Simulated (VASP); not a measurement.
Crystal: Br.

```
CELL_PARAMETERS angstrom
0.00000 3.24000 3.24000
3.24000 0.00000 3.24000
3.24000 3.24000 0.00000
ATOMIC_POSITIONS crystal
Br 0.00000 0.00000 0.00000
Br 0.25000 0.25000 0.25000
```

* Program: VASP 6.6.1
* Task: relaxation of cell and atoms
* Functional: PBE
* Potentials or basis: VASP PAW PBE potentials, release 64 (Br)
* Cutoff: 600 eV
* k mesh: 6 × 6 × 6
* Occupations: methfessel-paxton, width 0.01 eV
* Spin: no spin polarisation

At the start: pressure 6.4 GPa; volume 34.01 Å³/atom.

Q: How do energy, volume and symmetry change on relaxing?

A: Over 4 steps the energy falls by 139.5 meV/atom and the volume is 42.82 Å³/atom (+25.9 %); space group Fd-3m (No. 227, to 0.05 Å).

Step by step:
| step | energy change (eV) | largest force (eV/Å) | pressure (GPa) | volume (Å³) |
| --- | --- | --- | --- | --- |
| 1 | 0.0000 | 0.0000 | 6.36 | 68.02 |
| 2 | -0.2719 | 0.0000 | 0.70 | 82.20 |
| 3 | -0.2785 | 0.0000 | -0.17 | 86.56 |
| 4 | -0.2790 | 0.0000 | -0.01 | 85.65 |

Final structure:
```
Br
1.0
     0.00000    3.49863    3.49863
     3.49863    0.00000    3.49863
     3.49863    3.49863    0.00000
Br
2
Direct
  0.00000 0.00000 0.00000
  0.25000 0.25000 0.25000
```

Caveat: the volume moved by over 15 % at a fixed basis, so the end points are rough.
